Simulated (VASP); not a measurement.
# Al2O3 (P-6m2) in VASP: single point with LDA

Aim: the single point of Al2O3 with LDA.

Everything below comes from runs of VASP 6.6.1. Logs are shortened: lines on timing, memory, paths and dates and some standing lists are left out, and cuts for length are marked.

### Step 1. The cell of the first run

The structure is hexagonal, space group P-6m2 (No. 187). Conventional cell: a = 2.884 Å, b = 2.884 Å, c = 9.337 Å, α = 90.00°, β = 90.00°, γ = 120.00°. Al (site symmetry 3m) has 6 O at 1.80 to 2.18 Å within 2.4 Å. O (site symmetry 3m) has 3 Al at 1.80 Å within 2.4 Å. O (site symmetry -6m2) has 6 Al at 2.18 Å and 12 O at 2.66 to 2.88 Å within 2.9 Å.

### Step 2. Single point, LDA

Input file INCAR:

```
PREC = Accurate
ENCUT = 520
EDIFF = 1E-7
ISMEAR = 0
SIGMA = 0.01
LREAL = F
LASPH = T
NELM = 100
ALGO = Normal
ISIF = 2
LWAVE = F
LCHARG = F
NBANDS = 20
```

Input file KPOINTS:

```
regular mesh
0
Gamma
  12 12 4
```

Input file POSCAR:

```
Al2O3
1.0
    2.8843249500      0.0000000000      0.0000000000
   -1.4421624700      2.4978986800      0.0000000000
    0.0000000000      0.0000000000      9.3367544600
Al O
2 3
Direct
    0.0000000000      0.0000000000      0.1499923300
    0.0000000000      0.0000000000      0.8500076700
    0.3333333333      0.6666666667      0.2223169200
    0.6666666667      0.3333333333      0.0000000000
    0.3333333333      0.6666666667      0.7776830800
```

Potentials or basis: VASP PAW LDA potentials, release 64 (Al, O).

Started as:

```
> cat potpaw_LDA.64/Al/POTCAR potpaw_LDA.64/O/POTCAR > POTCAR
> mpirun -np 1 vasp_std > vasp.out
```

OUTCAR:

```text
PREC = Accurate
   ENCUT = 520
   EDIFF = 1E-7
   ISMEAR = 0
   LREAL = F
   LASPH = T
   NELM = 100
   ISIF = 2

 ion  position               nearest neighbor table
   1  0.000  0.000  0.150-   3 1.80   3 1.80   3 1.80   4 2.18   4 2.18   4 2.18   2 2.80
   2  0.000  0.000  0.850-   5 1.80   5 1.80   5 1.80   4 2.18   4 2.18   4 2.18   1 2.80
   3  0.333  0.667  0.222-   1 1.80   1 1.80   1 1.80
   4  0.667  0.333  0.000-   1 2.18   2 2.18   1 2.18   2 2.18   1 2.18   2 2.18
   5  0.333  0.667  0.778-   2 1.80   2 1.80   2 1.80

  LATTYP: Found a hexagonal cell.
 ALAT       =     2.8843249500
 C/A-ratio  =     3.2370674670

  Lattice vectors:

 A1 = (   2.8843249500,   0.0000000000,   0.0000000000)
 A2 = (  -1.4421624700,   2.4978986800,   0.0000000000)
 A3 = (   0.0000000000,   0.0000000000,   9.3367544600)

Analysis of symmetry for initial positions (statically):
=====================================================================
 Subroutine PRICEL returns:
 Original cell was already a primitive cell.

 Routine SETGRP: Setting up the symmetry group for a
 hexagonal supercell.

 Subroutine GETGRP returns: Found 12 space group operations
 (whereof 12 operations were pure point group operations)
 out of a pool of 24 trial point group operations.

The static configuration has the point symmetry D_3h.

Analysis of symmetry for dynamics (positions and initial velocities):
=====================================================================
 Subroutine PRICEL returns:
 Original cell was already a primitive cell.

 Routine SETGRP: Setting up the symmetry group for a
 hexagonal supercell.

 Subroutine GETGRP returns: Found 12 space group operations
 (whereof 12 operations were pure point group operations)
 out of a pool of 24 trial point group operations.

The dynamic configuration has the point symmetry D_3h.

 Subroutine INISYM returns: Found 12 space group operations
 (whereof 12 operations are pure point group operations),
 and found     1 'primitive' translations

----------------------------------------------------------------------------------------

                                     Primitive cell

  volume of cell :      67.2690

  direct lattice vectors                    reciprocal lattice vectors
     2.884324950  0.000000000  0.000000000     0.346701574  0.200168246  0.000000000
    -1.442162470  2.497898680  0.000000000     0.000000000  0.400336494  0.000000000
     0.000000000  0.000000000  9.336754460     0.000000000  0.000000000  0.107103598

  length of vectors
     2.884324950  2.884324948  9.336754460     0.400336494  0.400336494  0.107103598

  position of ions in fractional coordinates (direct lattice)
     0.000000000  0.000000000  0.149992330
     0.000000000  0.000000000  0.850007670
     0.333333333  0.666666667  0.222316920
     0.666666667  0.333333333  0.000000000
     0.333333333  0.666666667  0.777683080

  ion indices of the primitive-cell ions
   primitive index   ion index
                 1           1
                 2           2
                 3           3
                 4           4
                 5           5

----------------------------------------------------------------------------------------

 KPOINTS: regular mesh

Automatic generation of k-mesh.
 Grid dimensions read from file:
 generate k-points for:   12   12    4

 Generating k-lattice:

  Cartesian coordinates                     Fractional coordinates (reciprocal lattice)
     0.028891798  0.016680687  0.000000000     0.083333333  0.000000000  0.000000000
     0.000000000  0.033361375  0.000000000     0.000000000  0.083333333  0.000000000
     0.000000000  0.000000000  0.026775900     0.000000000  0.000000000  0.250000000

  Length of vectors
     0.033361374  0.033361375  0.026775900

  Shift w.r.t. Gamma in fractional coordinates (k-lattice)
     0.000000000  0.000000000  0.000000000

 Subroutine IBZKPT returns following result:
 ===========================================

 Found     57 irreducible k-points:

 Following reciprocal coordinates:
            Coordinates               Weight
  0.000000  0.000000  0.000000      1.000000
  0.083333  0.000000  0.000000      6.000000
  0.166667 -0.000000  0.000000      6.000000
  0.250000  0.000000  0.000000      6.000000
  0.333333  0.000000  0.000000      6.000000
  0.416667  0.000000  0.000000      6.000000
[... 16 lines left out ...]
  0.250000  0.000000  0.250000     12.000000
  0.333333  0.000000  0.250000     12.000000
 [... further k-points ...]
   k-points           NKPTS =     57   k-points in BZ     NKDIM =     57   number of bands    NBANDS=     20
   number of dos      NEDOS =    301   number of ions     NIONS =      5
   total plane-waves  NPLWV =  40320
   dimension x,y,z NGX =    24 NGY =   24 NGZ =   70
   dimension x,y,z NGXF=    48 NGYF=   48 NGZF=  140
   ions per type =               2   3
   NGX,Y,Z   is equivalent  to a cutoff of  13.83, 13.83, 12.46 a.u.
   NGXF,Y,Z  is equivalent  to a cutoff of  27.67, 27.67, 24.93 a.u.
 SYSTEM =  unknown system
   PREC   = accura    normal or accurate (medium, high low for compatibility)
   ISTART =      0    job   : 0-new  1-cont  2-samecut
   ICHARG =      2    charge: 1-file 2-atom 10-const
   ISPIN  =      1    spin polarized calculation?
   LNONCOLLINEAR =      F non collinear calculations
   LSORBIT =      F    spin-orbit coupling
   LASPH  =      T    aspherical Exc in radial PAW
   ENCUT  =  520.0 eV  38.22 Ry    6.18 a.u.   5.36  5.36 17.36*2*pi/ulx,y,z
   NELM   =    100;   NELMIN=  2; NELMDL= -5     # of ELM steps
   EDIFF  = 0.1E-06   stopping-criterion for ELM
   LREAL  =      F    real-space projection
   EDIFFG = 0.1E-05   stopping-criterion for IOM
   NSW    =      0    number of steps for IOM
   IBRION =     -1    ionic relax: 0-MD 1-quasi-New 2-CG
   NFREE  =      0    steps in history (QN), initial steepest desc. (CG)
   ISIF   =      2    stress and relaxation
   ISYM   =      2    0-nonsym 1-usesym 2-fastsym
   POTIM  = 0.5000    time-step for ionic-motion
   TEBEG  =    0.0;   TEEND  =   0.0 temperature during run
   PSTRESS=    0.0 pullay stress
   NELECT =      24.0000    total number of electrons
   NUPDOWN=      -1.0000    fix difference up-down
   EMIN   =  10.00;   EMAX   =-10.00  energy-range for DOS
   EFERMI =   0.00;   METHOD = LEGACY
   ISMEAR =     0;   SIGMA  =   0.01  broadening in eV -4-tet -1-fermi 0-gaus
   EFERMI_NEDOS =   21; number of points for ismear=-14 and -15
   IALGO  =     38    algorithm
   IMIX   =      4    mixing-type and parameters
     AMIX     =   0.40;   BMIX     =  1.00
     AMIX_MAG =   1.60;   BMIX_MAG =  1.00
  volume/ion in A,a.u.               =      13.45        90.79
  Fermi-wavevector in a.u.,A,eV,Ry     =   1.161111  2.194181 18.343074  1.348178
  Thomas-Fermi vector in A             =   2.297686
   LORBIT       =      0    0 simple, 1 ext, 2 COOP (PROOUT), +10 PAW based schemes
   GGA     = CA    functional components
   LHFCALC =     F    Hartree Fock is set to
   AEXX    =    0.0000 exact exchange contribution
   IVDW    =     0    specifies the selected vdW correction
   LEPSILON=     F    determine dielectric tensor
   LRPA    =     F    only Hartree local field effects (RPA)
 non-spin polarized calculation
 Gauss-broadening in eV      SIGMA  =   0.01
  energy-cutoff  :      520.00
  volume of cell :       67.27
 maximum number of plane-waves:      1853
 NGX is ok and might be reduce to    24
   NGX = 11   NGY = 11   NGZ = 35

 number of electron      23.9999982 magnetization

 Free energy of the ion-electron system (eV)
  ---------------------------------------------------
  ext. energy  EPLUGINS =         0.00000000
  ---------------------------------------------------
  free energy    TOTEN  =       -40.09331814 eV

  energy without entropy =      -40.09331814  energy(sigma->0) =      -40.09331814

 E-fermi :   0.6907     XC(G=0):  -8.8993

 val. band max:        0.5599487491   @ k =   0.1667  -0.0000   0.0000
 cond. band min:       5.3043410171   @ k =   0.0000   0.0000   0.0000
 fundamental gap:      4.7443922680
 Fermi energy:         0.6906611530

 k-point     1 :       0.0000    0.0000    0.0000
  band No.  band energies     occupation
      1     -17.9013      2.00000
      2     -16.8460      2.00000
      3     -15.6114      2.00000
      4      -4.4247      2.00000
      5      -1.5474      2.00000
      6      -0.9203      2.00000
[... 12 lines left out ...]
     19      15.1691      0.00000
     20      15.1725      0.00000

 k-point     2 :       0.0833    0.0000    0.0000
  band No.  band energies     occupation
      1     -17.8143      2.00000
      2     -16.7801      2.00000
      3     -15.5787      2.00000
      4      -4.3739      2.00000
      5      -1.7601      2.00000
      6      -1.1037      2.00000
[... 12 lines left out ...]
     19      14.4385      0.00000
     20      15.3235      0.00000

 k-point     3 :       0.1667   -0.0000    0.0000
  band No.  band energies     occupation
      1     -17.5621      2.00000
      2     -16.5936      2.00000
      3     -15.4926      2.00000
      4      -4.2732      2.00000
      5      -2.4884      2.00000
      6      -1.7720      2.00000
[... 12 lines left out ...]
     19      13.5923      0.00000
     20      14.5163      0.00000

 k-point     4 :       0.2500    0.0000    0.0000
  band No.  band energies     occupation
      1     -17.1756      2.00000
      2     -16.3228      2.00000
      3     -15.3907      2.00000
      4      -4.3239      2.00000
      5      -3.5189      2.00000
      6      -2.4767      2.00000
[... 429 lines left out ...]
 k-point    23 :       0.2500    0.0000    0.2500
  band No.  band energies     occupation
      1     -17.1755      2.00000
      2     -16.3229      2.00000
      3     -15.3905      2.00000
      4      -4.3242      2.00000
      5      -3.5178      2.00000
      6      -2.4755      2.00000
[... 12 lines left out ...]
     19      13.0603      0.00000
     20      14.1504      0.00000

 k-point    24 :       0.3333    0.0000    0.2500
  band No.  band energies     occupation
      1     -16.7119      2.00000
      2     -16.0300      2.00000
      3     -15.3304      2.00000
      4      -4.7000      2.00000
      5      -4.4981      2.00000
      6      -3.1923      2.00000
[... 12 lines left out ...]
     19      13.2455      0.00000
     20      14.3854      0.00000

 [... further k-points ...]

------------------------ aborting loop because EDIFF is reached ----------------------------------------

  FORCE on cell =-STRESS in cart. coord.  units (eV):
  Direction    XX          YY          ZZ          XY          YZ          ZX
  --------------------------------------------------------------------------------------
  -------------------------------------------------------------------------------------
  Total       -2.9767360     -2.9767360     -2.0977636     -0.0000000     -0.0000000      0.0000000
  in kB      -70.8983221    -70.8983221    -49.9634230     -0.0000001     -0.0000000      0.0000000
  external PRESSURE =     -63.9200224 kB  Pullay stress =       0.0000000 kB

 VOLUME and BASIS-vectors are now :
 -----------------------------------------------------------------------------
  energy-cutoff  :      520.00
  volume of cell :       67.27
      direct lattice vectors                 reciprocal lattice vectors
     2.884324950  0.000000000  0.000000000     0.346701574  0.200168246  0.000000000
    -1.442162470  2.497898680  0.000000000     0.000000000  0.400336494  0.000000000
     0.000000000  0.000000000  9.336754460     0.000000000  0.000000000  0.107103598

 POSITION                                       TOTAL-FORCE (eV/Angst)
 -----------------------------------------------------------------------------------
      0.00000      0.00000      1.40044         0.000000      0.000000      0.018701
      0.00000      0.00000      7.93631         0.000000      0.000000     -0.018701
      0.00000      1.66527      2.07572         0.000000     -0.000000     -0.497870
      1.44216      0.83263      0.00000        -0.000000      0.000000      0.000000
      0.00000      1.66527      7.26104         0.000000      0.000000      0.497870
 -----------------------------------------------------------------------------------
    total drift:                                0.000001     -0.000000      0.000000

  FREE ENERGIE OF THE ION-ELECTRON SYSTEM (eV)
  ---------------------------------------------------
  free  energy   TOTEN  =       -40.0933181363 eV

  energy  without entropy=      -40.0933181363  energy(sigma->0) =      -40.09331814
```

Wall time 1.9 min (1 thread of Intel Xeon 8259CL, shared host); peak memory 0.19 GiB.

What came out:

- Free energy: -40.0933 eV
- Pressure: -6.4 GPa
- Largest force: 0.498 eV/Å
- Band gap on the k mesh: 4.74 eV (least direct gap 4.99 eV)

Forces on the atoms (eV/Å):
```
Al   0.000  0.000  0.019
Al   0.000  0.000 -0.019
O    0.000  0.000 -0.498
O    0.000  0.000  0.000
O    0.000  0.000  0.498
```

Stress tensor (GPa, compression positive):
```
-7.09  0.00  0.00
 0.00 -7.09  0.00
 0.00  0.00 -5.00
```

Levels at points of the mesh, in eV from the valence-band top:
```csv
k point,band 10,band 11,band 12,band 13,band 14,band 15
"(0.00, 0.00, 0.00)",-0.53,-0.53,-0.25,4.74,7.39,7.69
"(0.50, 0.00, 0.00)",-1.00,-0.81,-0.56,7.63,8.64,8.85
"(0.00, 0.00, 0.50)",-0.53,-0.53,-0.30,4.87,6.99,7.83
"(0.50, 0.00, 0.50)",-1.00,-0.82,-0.55,7.65,8.60,8.90
```

Caveat: the cell stands under tension.
